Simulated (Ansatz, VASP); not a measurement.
# Two plane-wave programs on Al3GaN4

```
Al Ga N
1.0
     4.63994    0.00000    0.00012
     0.00000    2.87967    0.00000
    -0.00298    0.00000    5.63471
Al Ga N
3 1 4
Direct
  0.50023 0.50000 0.16733
  0.00092 0.50000 0.83481
  0.00109 0.00000 0.33169
  0.49942 0.00000 0.66620
  0.11117 0.00000 0.66633
  0.12245 0.50000 0.16716
  0.62512 0.50000 0.84019
  0.62319 0.00000 0.32629
```

Change from the starting cell: strain -0.080 along x and y, +0.040 along z, atoms carried along.

Alike in both runs: task single point; functional PBEsol; k mesh 6 × 8 × 4; occupations gaussian, width 0.05 eV; no spin polarisation.

|  | VASP | Ansatz |
| --- | --- | --- |
| version | VASP 6.6.1 | Ansatz 0.2.0 |
| potentials or method | VASP PAW PBE potentials, release 64 (Al, Ga_d, N), cutoff 520 eV | scalar-relativistic, plane waves, PAW |
| valence electrons in the cell | 42 | 42 |

```csv
,VASP,Ansatz,Ansatz less VASP
gap on the k mesh at the Fermi level (eV),3.91,3.90,-0.016
least direct gap on the mesh (eV),3.91,3.90,-0.016
pressure (GPa),35.6,35.5,-0.17
"traceless stress, the component that is largest in VASP (GPa)",-36.02,-35.65,+0.365
rms of the force components (eV/Å),1.170,1.159,-0.0118
```

VASP's potentials were made for PBE, not for PBEsol. Atom by atom the forces differ by 0.026 eV/Å (rms over components). Both programs put the cell under a high pressure, so it lies far from rest at this level. With one functional, cell and mesh, what is left measures potentials, basis and numerics.
